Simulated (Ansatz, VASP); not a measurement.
## Two plane-wave programs on Sc

INCAR

```
PREC = Accurate ; ENCUT = 520
EDIFF = 1E-7 ; ISMEAR = 0
SIGMA = 0.15 ; LREAL = False
LASPH = True ; NELM = 100
ALGO = Fast ; ISIF = 2
LWAVE = False ; LCHARG = True
GGA = PE ; LELF = True
LVHAR = True ; NBANDS = 18
```

Contents of KPOINTS:

```
Automatic mesh
0
Gamma
  15 15 10
```

File POSCAR:

```
Sc
1.0
    3.4302000000      0.0000000000      0.0000000000
   -1.7151000000      2.9706403401      0.0000000000
    0.0000000000      0.0000000000      4.7496000000
Sc
2
Direct
    0.3333333333      0.6666666667      0.2500000000
    0.6666666667      0.3333333333      0.7500000000
```

Input for Ansatz:

```yaml
crystal:
  lattice:
    - [3.4302, 0.0, 0.0]
    - [-1.7151, 2.9706403401, 0.0]
    - [0.0, 0.0, 4.7496]
  atoms:
    - { symbol: Sc, position: [0.3333333333, 0.6666666667, 0.25] }
    - { symbol: Sc, position: [0.6666666667, 0.3333333333, 0.75] }
basis:
  ecutwfc: 520.0
kpoints:
  mp_grid: { grid: [15, 15, 10] }
hamiltonian:
  xc: pbe
  pseudopotentials: { kind: paw }
scf:
  occupations: { method: gaussian, width: 0.15 }
output:
  forces: true
  stress: true
  eigenvalues: true
```

Alike in both runs: task single point; functional PBE; k mesh 15 × 15 × 10; occupations gaussian, width 0.15 eV; no spin polarisation.

```csv
,VASP,Ansatz
version,VASP 6.6.1,Ansatz 0.2.0
potentials or method,"VASP PAW PBE potentials, release 64 (Sc_sv), cutoff 520 eV","scalar-relativistic, plane waves, PAW"
valence electrons in the cell,22,22
```

Ansatz gave:

* gap on the k mesh at the Fermi level (eV): none
* pressure (GPa): 1.1
* traceless stress, the component that is largest in VASP (GPa): 5.77

Question: What did VASP give for the same quantities?

Answer: gap on the k mesh at the Fermi level (eV): none; pressure (GPa): 1.1; traceless stress, the component that is largest in VASP (GPa): 5.78.

A gap of «none» marks a metal or a gap that the smearing closes.
